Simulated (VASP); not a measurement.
BiS:

```
Bi S
1.0
     4.00294    0.00000    0.00000
     0.00000    4.00294    0.00000
     0.00000    0.00000    4.00294
Bi S
1 1
Cartesian
  2.0015 2.0015 2.0015
  0.0000 0.0000 0.0000
```

The cell was built from a structure type or drawn by symmetry, and may not be a known phase.

```yaml
Program: VASP 6.6.1
Task: relaxation of cell and atoms
Functional: PBE
Potentials_or_basis: VASP PAW PBE potentials, release 64 (Bi_d, S)
Cutoff: 600 eV
k_mesh: 4 × 4 × 4
Occupations: gaussian, width 0.1 eV
Spin: no spin polarisation
```

At the start: pressure -11.2 GPa; volume 32.07 Å³/atom.

Where does the relaxation end?

Over 3 steps the energy falls by 423.6 meV/atom and the volume is 23.11 Å³/atom (-27.9 %); space group Pm-3m (No. 221, to 0.1 Å) before and after.

The path:
| step | energy change (eV) | largest force (eV/Å) | pressure (GPa) | volume (Å³) |
| --- | --- | --- | --- | --- |
| 1 | 0.0000 | 0.0000 | -11.21 | 64.14 |
| 2 | -0.8442 | 0.0000 | 1.21 | 45.49 |
| 3 | -0.8471 | 0.0000 | 0.09 | 46.22 |

Final structure:
```yaml
crystal:
  lattice:
    - [3.58866, 0.00000, 0.00000]
    - [0.00000, 3.58866, 0.00000]
    - [0.00000, 0.00000, 3.58866]
  atoms:
    - { symbol: Bi, position: [0.50000, 0.50000, 0.50000] }
    - { symbol: S, position: [0.00000, 0.00000, 0.00000] }
```

Caveat: the k points lie up to 0.44 Å⁻¹ apart in the final cell, too coarse for converged energies and pressures of a metal; the volume moved by over 15 % at a fixed basis, so the end points are rough.
